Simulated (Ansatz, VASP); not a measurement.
## One calculation of Ge2Sb2Se, two programs

```
Ge Sb Se
1.0
     3.99163    0.00000    0.00000
    -1.99582    3.45685    0.00000
     0.00000    0.00000    8.97506
Ge Sb Se
2 2 1
Direct
  0.33333 0.66667 0.31299
  0.66667 0.33333 0.68701
  0.33333 0.66667 0.88458
  0.66667 0.33333 0.11542
  0.00000 0.00000 0.50000
```

Change from the starting cell: species swapped into the La2GeI2 type (P-3m1, No. 164).

Alike in both runs: functional PBE; k mesh 6 × 6 × 2; occupations gaussian, width 0.1 eV; no spin polarisation.

Ansatz relaxed the structure, and its values are those at the end. VASP's run is a single point on that final structure, the one shown.

```csv
,VASP,Ansatz
version,VASP 6.6.1,Ansatz 0.2.0
potentials or method,"VASP PAW PBE potentials, release 64 (Ge_d, Sb, Se), cutoff 520 eV","scalar-relativistic, plane waves, PAW"
valence electrons in the cell,44,74
```

|  | VASP | Ansatz | Ansatz less VASP |
| --- | --- | --- | --- |
| gap on the k mesh at the Fermi level (eV) | none | none | - |
| pressure (GPa) | 0.0 | 0.0 | +0.02 |
| rms of the force components (eV/Å) | 0.006 | 0.006 | -0.0003 |

A gap of «none» marks a metal or a gap that the smearing closes. VASP's potentials hold 44 valence electrons a cell and Ansatz's 74, so a difference there can come from the potentials and not from the codes.

Spin-orbit coupling is off throughout.
